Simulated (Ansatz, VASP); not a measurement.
**Ir in VASP and in Ansatz**

Contents of INCAR:

```
SYSTEM = Ir
PREC = Accurate
ENCUT = 520
EDIFF = 1E-8
ISMEAR = -1
SIGMA = 0.03
LREAL = .FALSE.
LASPH = .TRUE.
NELM = 100
ALGO = Normal
ISIF = 2
LWAVE = .FALSE.
LCHARG = .FALSE.
GGA = PE
LEFG = .TRUE.
NBANDS = 16
```

Contents of KPOINTS:

```
regular mesh
0
G
  15 15 8
  0 0 0
```

Contents of POSCAR:

```
Ir
1.0
    2.7207989171      0.0000000000      0.0000000000
   -1.3603994585      2.3562809808      0.0000000000
    0.0000000000      0.0000000000      4.4066922990
Ir
2
Direct
    0.3333333333      0.6666666667      0.2500000000
    0.6666666667      0.3333333333      0.7500000000
```

Input for Ansatz:

```yaml
crystal:
  lattice:
    - [2.7207989171, 0.0, 0.0]
    - [-1.3603994585, 2.3562809808, 0.0]
    - [0.0, 0.0, 4.406692299]
  atoms:
    - { symbol: Ir, position: [0.3333333333, 0.6666666667, 0.25] }
    - { symbol: Ir, position: [0.6666666667, 0.3333333333, 0.75] }
kpoints:
  mp_grid: { grid: [15, 15, 8] }
scf:
  occupations: { method: fermi_dirac, width: 0.03 }
hamiltonian:
  xc: pbe
  pseudopotentials: { kind: paw }
output:
  forces: true
  stress: true
  eigenvalues: true
  efg: { contact_densities: true }
  write_density: true
  write_potential: true
  elf: true
  volumetric_format: npy
```

Change from the starting cell: volume scaled by 0.97, PAW files.

Alike in both runs: task electric field gradients; functional PBE; k mesh 15 × 15 × 8; occupations fermi-dirac, width 0.03 eV; no spin polarisation.

```csv
,VASP,Ansatz
version,VASP 6.6.1,Ansatz 0.2.0
potentials or method,"VASP PAW PBE potentials, release 64 (Ir)","PAW with Ansatz's default frozen-core files, scalar-relativistic"
plane-wave cutoff (eV),520,420
valence electrons in the cell,18,34
```

```csv
,VASP,Ansatz,Ansatz less VASP
pressure (GPa),12.0,11.3,-0.64
"traceless stress, the component that is largest in VASP (GPa)",0.17,0.11,-0.061
size of Vzz on the site where it differs most (V/Å²),5.1,13.9,+8.82
```

VASP's potentials hold 18 valence electrons a cell and Ansatz's 34, so a difference there can come from the potentials and not from the codes.

Neither program's run includes spin-orbit coupling.
